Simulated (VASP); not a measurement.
Al, 1 atom in the cell. It takes space group Pm-3m (No. 221, cubic). The conventional cell has a = 2.214 Å, b = 2.214 Å, c = 2.214 Å, α = 90.00°, β = 90.00°, γ = 90.00°. Al (site symmetry m-3m) has 6 Al at 2.21 Å within 2.9 Å.  This cell differs from its parent crystal: volume scaled by 0.55.

| Property | Result |
| --- | --- |
| Program | VASP 6.6.1 |
| Task | single point |
| Functional | PBEsol |
| Potentials or basis | VASP PAW PBE potentials, release 64 (Al) |
| Cutoff | 520 eV |
| k mesh | 16 × 16 × 16 |
| Occupations | fermi-dirac, width 0.08 eV |
| Spin | no spin polarisation |
| Dipole correction | no |
| Further INCAR settings | ALGO = Normal; EDIFF = 1e-07; NBANDS = 8 |

Potentials or basis: VASP PAW PBE potentials, release 64 (Al).

The run is started by

```sh
$ cat potpaw_PBE.64/Al/POTCAR > POTCAR
$ mpirun -np 1 vasp_std > vasp.out
```

Hardware: 1 thread of AMD EPYC 7R43 64-Core Processor (Zen 3), on a shared host.

Q: Estimate the wall time of this run.

A: Wall time 9.1 s on 1 thread of AMD EPYC 7R43 64-Core Processor (Zen 3), with other jobs on the host, peak memory 0.08 GiB. Counts: scf iterations 10, k points 165.
